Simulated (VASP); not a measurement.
Input of a VASP 6.6.1 run:

The input INCAR:

```
SYSTEM = FeGe
PREC     = Accurate       ! precision mode
ENCUT    = 520            ! plane-wave cutoff, eV
EDIFF    = 1E-7           ! SCF threshold, eV
ISMEAR   = 0              ! smearing method
SIGMA    = 0.05           ! smearing width, eV
LREAL    = .FALSE.        ! projectors in reciprocal space
LASPH    = .TRUE.         ! aspherical terms in the spheres
NELM     = 60             ! most SCF steps
ALGO     = Normal         ! electronic algorithm
ISIF     = 2              ! what is computed and relaxed
LWAVE    = .FALSE.        ! write WAVECAR
LCHARG   = .FALSE.        ! write CHGCAR
GGA      = PS             ! functional
NBANDS   = 54             ! bands
```

Contents of KPOINTS:

```
Automatic mesh
0
G
  8 8 8
  0 0 0
```

POSCAR

```
FeGe
1.0
    4.5091220469      0.0000000000      0.0000000000
    0.0000000000      4.5091220469      0.0000000000
    0.0000000000      0.0000000000      4.5091220469
Fe Ge
4 4
Direct
    0.1366186371      0.1366186371      0.1366186371
    0.6366186371      0.3633813629      0.8633813629
    0.8633813629      0.6366186371      0.3633813629
    0.3633813629      0.8633813629      0.6366186371
    0.8395820256      0.8395820256      0.8395820256
    0.3395820256      0.6604179744      0.1604179744
    0.1604179744      0.3395820256      0.6604179744
    0.6604179744      0.1604179744      0.3395820256
```

Potentials or basis: VASP PAW PBE potentials, release 64 (Fe, Ge_d).

Run with:

```console
$ cat potpaw_PBE.64/Fe/POTCAR potpaw_PBE.64/Ge_d/POTCAR > POTCAR
$ mpirun -np 1 vasp_std > vasp.out
```

(1) Estimate the pressure.

(2) Estimate the band gap on the k mesh.

(3) Predict the largest force.

Results:

(1) 10.6 GPa.

(2) 0.11 eV (least direct gap 0.13 eV).

(3) 0.035 eV/Å.

Caveat: the cell stands under pressure; the PAW data sets were made with another functional, which shifts forces and pressure a little.
